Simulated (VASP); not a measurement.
# GaFe (P-6m2) in VASP: single point with LDA

Aim: the single point of GaFe with LDA.

Everything below comes from runs of VASP 6.6.1. Logs are shortened: lines on timing, memory, paths and dates and some standing lists are left out, and cuts for length are marked.

**1. The cell of the first run**

The structure is hexagonal, space group P-6m2 (No. 187). The conventional cell has a = 2.748 Å, b = 2.748 Å, c = 4.031 Å, α = 90.00°, β = 90.00°, γ = 120.00°. Ga (site symmetry -6m2) has 6 Fe at 2.56 Å and 6 Ga at 2.75 Å within 3.4 Å. Fe (site symmetry -6m2) has 6 Ga at 2.56 Å and 6 Fe at 2.75 Å within 3.4 Å.

**2. Single point, LDA, collinear spin, ferromagnetic start**

The input, INCAR:

```
PREC = Accurate
ENCUT = 690
EDIFF = 1E-6
ISMEAR = -1
SIGMA = 0.03
LREAL = F
LASPH = T
NELM = 200
ALGO = Normal
ISIF = 2
LWAVE = F
LCHARG = T
ISPIN = 2
MAGMOM = 0 3
LORBIT = 11
LMAXMIX = 4
GGA = CA
LELF = T
LVHAR = T
NBANDS = 26
GGA_COMPAT = F
```

The input, KPOINTS:

```
Automatic mesh
0
Gamma
  12 12 7
```

The input, POSCAR:

```
GaFe
1.0
    2.7481305258      0.0000000000      0.0000000000
   -1.3740652629      2.3799508482      0.0000000000
    0.0000000000      0.0000000000      4.0307820000
Ga Fe
1 1
Direct
    0.0000000000      0.0000000000      0.5000000000
    0.6666666667      0.3333333333      0.0000000000
```

Potentials or basis: VASP PAW LDA potentials, release 64 (Ga_d, Fe_sv).

Command:

```
$ cat potpaw_LDA.64/Ga_d/POTCAR potpaw_LDA.64/Fe_sv/POTCAR > POTCAR
$ mpirun -np 1 vasp_std > vasp.out
```

OUTCAR:

```text
PREC = Accurate
   ENCUT = 690
   EDIFF = 1E-6
   ISMEAR = -1
   LREAL = F
   LASPH = T
   NELM = 200
   ISIF = 2
   ISPIN = 2
   LORBIT = 11
   GGA = CA

 ion  position               nearest neighbor table
   1  0.000  0.000  0.500-   2 2.56   2 2.56   2 2.56   2 2.56   2 2.56   2 2.56
   2  0.667  0.333  0.000-   1 2.56   1 2.56   1 2.56   1 2.56   1 2.56   1 2.56

  LATTYP: Found a hexagonal cell.
 ALAT       =     2.7481305258
 C/A-ratio  =     1.4667360091

  Lattice vectors:

 A1 = (   2.7481305258,   0.0000000000,   0.0000000000)
 A2 = (  -1.3740652629,   2.3799508482,   0.0000000000)
 A3 = (   0.0000000000,   0.0000000000,   4.0307820000)

Analysis of symmetry for initial positions (statically):
=====================================================================
 Subroutine PRICEL returns:
 Original cell was already a primitive cell.

 Routine SETGRP: Setting up the symmetry group for a
 hexagonal supercell.

 Subroutine GETGRP returns: Found 12 space group operations
 (whereof 12 operations were pure point group operations)
 out of a pool of 24 trial point group operations.

The static configuration has the point symmetry D_3h.

Analysis of symmetry for dynamics (positions and initial velocities):
=====================================================================
 Subroutine PRICEL returns:
 Original cell was already a primitive cell.

 Routine SETGRP: Setting up the symmetry group for a
 hexagonal supercell.

 Subroutine GETGRP returns: Found 12 space group operations
 (whereof 12 operations were pure point group operations)
 out of a pool of 24 trial point group operations.

The dynamic configuration has the point symmetry D_3h.

Analysis of structural, dynamic, and magnetic symmetry:
=====================================================================
 Subroutine PRICEL returns:
 Original cell was already a primitive cell.

 Routine SETGRP: Setting up the symmetry group for a
 hexagonal supercell.

 Subroutine GETGRP returns: Found 12 space group operations
 (whereof 12 operations were pure point group operations)
 out of a pool of 24 trial point group operations.

The overall configuration has the point symmetry D_3h.

 Subroutine INISYM returns: Found 12 space group operations
 (whereof 12 operations are pure point group operations),
 and found     1 'primitive' translations

[... 109 lines left out ...]
   ISMEAR =    -1;   SIGMA  =   0.03  broadening in eV -4-tet -1-fermi 0-gaus
   EFERMI_NEDOS =   21; number of points for ismear=-14 and -15
   IALGO  =     38    algorithm
   IMIX   =      4    mixing-type and parameters
     AMIX     =   0.40;   BMIX     =  1.00
     AMIX_MAG =   1.60;   BMIX_MAG =  1.00
  volume/ion in A,a.u.               =      13.18        88.95
  Fermi-wavevector in a.u.,A,eV,Ry     =   1.689958  3.193558 38.857674  2.855958
  Thomas-Fermi vector in A             =   2.771991
   LORBIT       =     11    0 simple, 1 ext, 2 COOP (PROOUT), +10 PAW based schemes
   GGA     = CA    functional components
   LHFCALC =     F    Hartree Fock is set to
   AEXX    =    0.0000 exact exchange contribution
   IVDW    =     0    specifies the selected vdW correction
   LEPSILON=     F    determine dielectric tensor
   LRPA    =     F    only Hartree local field effects (RPA)
 spin polarized calculation
  energy-cutoff  :      690.00
  volume of cell :       26.36
 maximum number of plane-waves:      1101
 NGX is ok and might be reduce to    24
   NGX = 11   NGY = 11   NGZ = 17

 number of electron      28.9999988 magnetization       1.9331963

 Free energy of the ion-electron system (eV)
  ---------------------------------------------------
  ext. energy  EPLUGINS =         0.00000000
  ---------------------------------------------------
  free energy    TOTEN  =       -13.02173854 eV

  energy without entropy =      -13.01626394  energy(sigma->0) =      -13.01900124

 E-fermi :   9.2516     XC(G=0): -13.2419

 val. band max:        9.2503555149   @ k =   0.5000   0.0000   0.4286
 cond. band min:       9.2581211504   @ k =   0.3333   0.0833   0.2857
 fundamental gap:      0.0077656355
 Fermi energy:         9.2516433072

 spin component 1

 k-point     1 :       0.0000    0.0000    0.0000
  band No.  band energies     occupation
      1     -77.6206      1.00000
      2     -44.2693      1.00000
      3     -44.0971      1.00000
      4     -44.0971      1.00000
      5      -5.7731      1.00000
      6      -5.7282      1.00000
[... 685 lines left out ...]
     25      32.5319      0.00000
     26      33.5797      0.00000

 [... further k-points ...]

 spin component 2

 k-point     1 :       0.0000    0.0000    0.0000
  band No.  band energies     occupation
      1     -75.4728      1.00000
      2     -42.2767      1.00000
      3     -41.9679      1.00000
      4     -41.9679      1.00000
      5      -5.7930      1.00000
      6      -5.7397      1.00000
[... 685 lines left out ...]
     25      32.8389      0.00000
     26      33.8112      0.00000

 [... further k-points ...]
[... 5 lines left out ...]
  --------------------------------------------------------------------------------------
  -------------------------------------------------------------------------------------
  Total       -1.9578893     -1.9578893     -2.5630910      0.0000000      0.0000000      0.0000000
  in kB     -118.9882440   -118.9882440   -155.7686162      0.0000000      0.0000000      0.0000000
  external PRESSURE =    -131.2483681 kB  Pullay stress =       0.0000000 kB

 VOLUME and BASIS-vectors are now :
 -----------------------------------------------------------------------------
  energy-cutoff  :      690.00
  volume of cell :       26.36
      direct lattice vectors                 reciprocal lattice vectors
     2.748130526  0.000000000  0.000000000     0.363883735  0.210088372  0.000000000
    -1.374065263  2.379950848  0.000000000     0.000000000  0.420176745  0.000000000
     0.000000000  0.000000000  4.030782000     0.000000000  0.000000000  0.248090817

 POSITION                                       TOTAL-FORCE (eV/Angst)
 -----------------------------------------------------------------------------------
      0.00000      0.00000      2.01539        -0.000000      0.000000      0.000000
      1.37407      0.79332      0.00000         0.000000     -0.000000      0.000000
 -----------------------------------------------------------------------------------
    total drift:                               -0.000000      0.000000      0.000000

  FREE ENERGIE OF THE ION-ELECTRON SYSTEM (eV)
  ---------------------------------------------------
  free  energy   TOTEN  =       -13.0217385371 eV

  energy  without entropy=      -13.0162639436  energy(sigma->0) =      -13.01900124

 total charge

# of ion       s       p       d       tot
------------------------------------------
    1        0.924   0.844  10.018  11.786
    2        2.146   6.013   5.592  13.752
--------------------------------------------------
tot          3.071   6.858  15.610  25.538

 magnetization (x)

# of ion       s       p       d       tot
------------------------------------------
    1       -0.017  -0.050   0.001  -0.066
    2        0.002   0.001   1.941   1.945
--------------------------------------------------
tot         -0.014  -0.049   1.943   1.879
```

stdout:

```text
POSCAR found type information on POSCAR GaFe
 POSCAR found :  2 types and       2 ions
 scaLAPACK will be used
 LDA part: xc-table for (Slater(with rela. corr.)+CA(PZ))
 , standard interpolation
 POSCAR, INCAR and KPOINTS ok, starting setup
 FFT: planning ... GRIDC
 FFT: planning ... GRID_SOFT
 FFT: planning ... GRID
 WAVECAR not read
 entering main loop
```

It took 57 s on 1 thread of Intel Xeon Platinum 8488C (Sapphire Rapids), shared host; peak memory 0.24 GiB.

Results:

* Free energy: -13.0217 eV
* Pressure: -13.1 GPa
* Net moment: 1.93 μB per cell
* Site moments: Ga -0.07; Fe +1.95 μB
* Valence electrons inside the program's atomic spheres: Ga 11.79; Fe 13.75

Levels at points of the mesh, in eV from the Fermi level:
Spin up:
```
           k point  band 13  band 14  band 15  band 16  band 17  band 18
(0.00, 0.00, 0.00)    -1.90    -1.90    -1.25    -1.25     2.96    13.65
(0.50, 0.00, 0.00)    -2.93    -1.50    -0.43     0.56     5.12     6.07
```
Spin down:
```tsv
k point	band 10	band 11	band 12	band 13	band 14	band 15	band 16	band 17	band 18	band 19
(0.00, 0.00, 0.00)	-11.46	-2.68	-2.03	-0.19	-0.19	0.66	0.66	3.85	13.73	13.73
(0.50, 0.00, 0.00)	-5.26	-4.53	-2.14	-1.58	0.34	1.53	2.10	5.45	6.24	7.39
```

Caveat: the cell stands under tension.
